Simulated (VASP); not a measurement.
A run of VASP 6.6.1 is set up as follows.

Contents of POSCAR:

```
Pt
1.0
   -1.6079833000      1.6079833000      1.5842200000
    1.6079833000     -1.6079833000      1.5842200000
    1.6079833000      1.6079833000     -1.5842200000
Pt
1
Direct
    0.0000000000      0.0000000000      0.0000000000
```

INCAR.step1

```
  ALGO = Normal
  EDIFF = 1E-4
  ENCUT = 520
  GGA = PE
  ISMEAR = 0
  LASPH = True
  LCHARG = False
  LREAL = False
  LWAVE = True
  NBANDS = 11
  NELM = 60
  PREC = Accurate
  SIGMA = 0.15
```

INCAR.step2

```
  ALGO = Normal
  EDIFF = 1E-6
  ENCUT = 520
  ISIF = 2
  ISMEAR = 0
  ISTART = 1
  LASPH = True
  LCHARG = True
  LELF = True
  LMIXTAU = True
  LREAL = False
  LVHAR = True
  LWAVE = False
  METAGGA = R2SCAN
  NBANDS = 11
  NELM = 60
  PREC = Accurate
  SIGMA = 0.15
```

File KPOINTS:

```
k-points
0
Gamma
  22 22 22
```

Potentials or basis: VASP PAW PBE potentials, release 64 (Pt).

The run is started by

```console
$ cat potpaw_PBE.64/Pt/POTCAR > POTCAR
$ cp INCAR.step1 INCAR
$ mpirun -np 1 vasp_std > vasp.out
$ cp INCAR.step2 INCAR
$ mpirun -np 1 vasp_std > vasp.out
```

Problem. Predict the pressure.

Solution. -12.2 GPa.

Problem. Estimate the band gap on the k mesh.

Solution. Zero (band 5 reaches 10.34 eV, above the bottom of band 6 at 8.18 eV).

Stress tensor (GPa, compression positive):
```
-11.76   0.00   0.00
  0.00 -11.76   0.00
  0.00   0.00 -13.01
```

Caveat: the cell differs from its parent crystal (strain +0.015 along x and y, +0.000 along z); the PAW data sets were made with another functional, which shifts forces and pressure a little; spin-orbit coupling is left out, which moves the levels of the heavy elements.
